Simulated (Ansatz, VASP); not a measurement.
# Two plane-wave programs on ZnS

```
Zn S
1.0
     3.81100    0.00000    0.00000
    -1.90550    3.30042    0.00000
     0.00000    0.00000    6.23400
Zn S
2 2
Direct
  0.31147 0.66667 0.00000
  0.68853 0.33333 0.50000
  0.28085 0.66667 0.38500
  0.71915 0.33333 0.88500
```

Change from the starting cell: mode 10 (299.7 1/cm) frozen in, largest displacement -0.200 Å.

Alike in both runs: task single point; functional PBE; k mesh 12 × 12 × 6; occupations gaussian, width 0.05 eV; no spin polarisation.

|  | VASP | Ansatz |
| --- | --- | --- |
| version | VASP 6.6.1 | Ansatz 0.2.0 |
| potentials or method | VASP PAW PBE potentials, release 64 (Zn, S), cutoff 520 eV | scalar-relativistic, plane waves, PAW |
| valence electrons in the cell | 36 | 36 |

|  | VASP | Ansatz | Ansatz less VASP |
| --- | --- | --- | --- |
| gap on the k mesh at the Fermi level (eV) | 2.19 | 2.18 | -0.007 |
| least direct gap on the mesh (eV) | 2.19 | 2.18 | -0.007 |
| pressure (GPa) | 6.1 | 5.9 | -0.17 |
| traceless stress, the component that is largest in VASP (GPa) | 8.98 | 8.90 | -0.078 |
| rms of the force components (eV/Å) | 1.488 | 1.480 | -0.0073 |

Atom by atom the forces differ by 0.008 eV/Å (rms over components).
